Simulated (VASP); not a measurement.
Wanted: the native input for a VASP 6.6.1 run.

```
Task                   : single point
Functional             : r2SCAN
Potentials or basis    : VASP PAW PBE potentials, release 64 (Be)
Cutoff                 : 520 eV
k mesh                 : 21 × 21 × 12
Occupations            : gaussian, width 0.1 eV
Spin                   : no spin polarisation
Dipole correction      : no
Further INCAR settings : ALGO = Normal; EDIFF = 1e-07; NBANDS = 9
```

Be:

```
Be
1.0
     2.26164    0.00000    0.00000
    -1.13082    1.95864    0.00000
     0.00000    0.00000    3.56936
Be
2
Direct
  0.00000 0.00000 0.00000
  0.33333 0.66667 0.50000
```

These files were run (other wordings do the same):

POSCAR

```
Be
1.0
    2.2616420429      0.0000000000      0.0000000000
   -1.1308210215      1.9586394634      0.0000000000
    0.0000000000      0.0000000000      3.5693639368
Be
2
Direct
    0.0000000000      0.0000000000      0.0000000000
    0.3333333333      0.6666666667      0.5000000000
```

INCAR.step1

```
SYSTEM = Be
PREC = Accurate
ENCUT = 520
ISMEAR = 0
SIGMA = 0.1
LREAL = .FALSE.
LASPH = .TRUE.
NELM = 100
NBANDS = 9
GGA = PE
ALGO = Normal
EDIFF = 1E-4
LWAVE = .TRUE.
LCHARG = .FALSE.
```

INCAR.step2

```
SYSTEM = Be
PREC = Accurate
ENCUT = 520
EDIFF = 1E-7
ISMEAR = 0
SIGMA = 0.1
LREAL = .FALSE.
LASPH = .TRUE.
NELM = 100
ALGO = Normal
ISIF = 2
LWAVE = .FALSE.
LCHARG = .FALSE.
METAGGA = R2SCAN
LMIXTAU = .TRUE.
NBANDS = 9
ISTART = 1
```

KPOINTS

```
Automatic mesh
0
G
  21 21 12
  0 0 0
```

Potentials or basis: VASP PAW PBE potentials, release 64 (Be).

Command:

```sh
$ cat potpaw_PBE.64/Be/POTCAR > POTCAR
$ cp INCAR.step1 INCAR
$ mpirun -np 1 vasp_std > vasp.out
$ cp INCAR.step2 INCAR
$ mpirun -np 1 vasp_std > vasp.out
```

Results of the run:

```yaml
Pressure: 0.2 GPa
Band_gap_on_the_k_mesh: zero (band 2 reaches 8.21 eV, above the bottom of band 3 at 6.00 eV)
```

Caveat: the PAW data sets were made with another functional, which shifts forces and pressure a little.

It took 100 s on 1 thread of Intel(R) Xeon(R) Platinum 8488C (Sapphire Rapids), with other jobs on the host, peak memory 0.16 GiB.
